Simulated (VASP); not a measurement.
HfB, 2 atoms in the cell. The structure is trigonal, space group R-3m (No. 166). The conventional cell has a = 2.939 Å, b = 2.939 Å, c = 11.903 Å, α = 90.00°, β = 90.00°, γ = 120.00°. Hf (site symmetry -3m) has 6 B at 2.61 Å and 6 Hf at 2.94 Å within 3.4 Å. B (site symmetry -3m) has 6 Hf at 2.61 Å and 6 B at 2.94 Å within 3.4 Å. 

```yaml
Program: VASP 6.6.1
Task: single point
Functional: PBE
Potentials_or_basis: VASP PAW PBE potentials, release 64 (Hf_pv, B)
Cutoff: 520 eV
k_mesh: 6 × 6 × 6
Occupations: gaussian, width 0.1 eV
Spin: no spin polarisation
Dipole_correction: no
Further_INCAR_settings: ALGO = Normal; EDIFF = 1e-06; NBANDS = 14
```

Potentials or basis: VASP PAW PBE potentials, release 64 (Hf_pv, B).

Launch:

```sh
$ cat potpaw_PBE.64/Hf_pv/POTCAR potpaw_PBE.64/B/POTCAR > POTCAR
$ mpirun -np 1 vasp_std > vasp.out
```

Hardware: 1 thread of Intel(R) Xeon(R) Platinum 8488C (Sapphire Rapids), on a shared host.

Problem. Estimate the wall time of this run.

Solution. Run time: 15 s on 1 thread of Intel(R) Xeon(R) Platinum 8488C (Sapphire Rapids) (shared host), peak memory 0.18 GiB. Counts: scf iterations 13, k points 32.
